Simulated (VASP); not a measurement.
Here is a VASP 6.6.1 calculation.

The input POSCAR:

```
Si
1.0
    2.4440000000      0.0000000000      0.0000000000
   -1.2220000000      2.1165660000      0.0000000000
    0.0000000000      0.0000000000      4.1520000000
Si
2
Direct
    0.3435624659      0.6666666667      0.2500000000
    0.6666666667      0.3333333333      0.7500000000
```

INCAR.step1

```
SYSTEM = Si
PREC = Accurate
ENCUT = 520
ISMEAR = -1
SIGMA = 0.05
LREAL = .FALSE.
LASPH = .TRUE.
NELM = 80
NBANDS = 11
GGA = PE
ALGO = Normal
EDIFF = 1E-4
LWAVE = .TRUE.
LCHARG = .FALSE.
```

File INCAR.step2:

```
SYSTEM = Si
PREC = Accurate
ENCUT = 520
EDIFF = 1E-6
ISMEAR = -1
SIGMA = 0.05
LREAL = .FALSE.
LASPH = .TRUE.
NELM = 80
ALGO = Normal
ISIF = 2
LWAVE = .FALSE.
LCHARG = .FALSE.
METAGGA = R2SCAN
LMIXTAU = .TRUE.
NBANDS = 11
ISTART = 1
```

Contents of KPOINTS:

```
regular mesh
0
G
  15 15 8
  0 0 0
```

Potentials or basis: VASP PAW PBE potentials, release 64 (Si).

The run is started by

```bash
$ cat potpaw_PBE.64/Si/POTCAR > POTCAR
$ cp INCAR.step1 INCAR
$ mpirun -np 1 vasp_std > vasp.out
$ cp INCAR.step2 INCAR
$ mpirun -np 1 vasp_std > vasp.out
```

Q: Estimate the largest force.

A: 0.029 eV/Å.

Q: Estimate the band gap on the k mesh.

A: Zero (band 4 reaches 26.84 eV, above the bottom of band 5 at 10.73 eV).

Q: What does it give for the pressure?

A: 42.8 GPa.

Forces on the atoms (eV/Å):
```
Si  -0.029  0.001  0.000
Si   0.029 -0.001  0.000
```

Caveat: the PAW data sets were made with another functional, which shifts forces and pressure a little.
